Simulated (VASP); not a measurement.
HfN, 4 atoms in the cell. The structure is hexagonal, space group P6_3/mmc (No. 194). Conventional cell: a = 3.160 Å, b = 3.160 Å, c = 5.462 Å, α = 90.00°, β = 90.00°, γ = 120.00°. Within 3.0 Å of Hf (site symmetry -6m2) lie 6 N at 2.28 Å. N (site symmetry -3m) has 6 Hf at 2.28 Å and 2 N at 2.73 Å within 3.0 Å. 

```yaml
Program: VASP 6.6.1
Task: single point
Functional: LDA
Potentials_or_basis: VASP PAW LDA potentials, release 64 (Hf_pv, N)
Cutoff: 520 eV
k_mesh: 8 × 8 × 4
Occupations: methfessel-paxton, width 0.1 eV
Spin: no spin polarisation
Dipole_correction: no
Further_INCAR_settings: ALGO = Normal; EDIFF = 1e-06; NBANDS = 23
```

Potentials or basis: VASP PAW LDA potentials, release 64 (Hf_pv, N).

Launch:

```bash
$ cat potpaw_LDA.64/Hf_pv/POTCAR potpaw_LDA.64/N/POTCAR > POTCAR
$ mpirun -np 1 vasp_std > vasp.out
```

Hardware: 1 thread of AMD EPYC 7R13 (shared host).

Question: Estimate the wall time of this run.

Answer: Wall time 51 s on 1 thread of AMD EPYC 7R13, on a shared host, peak memory 0.13 GiB. Counts: scf iterations 13, k points 30.
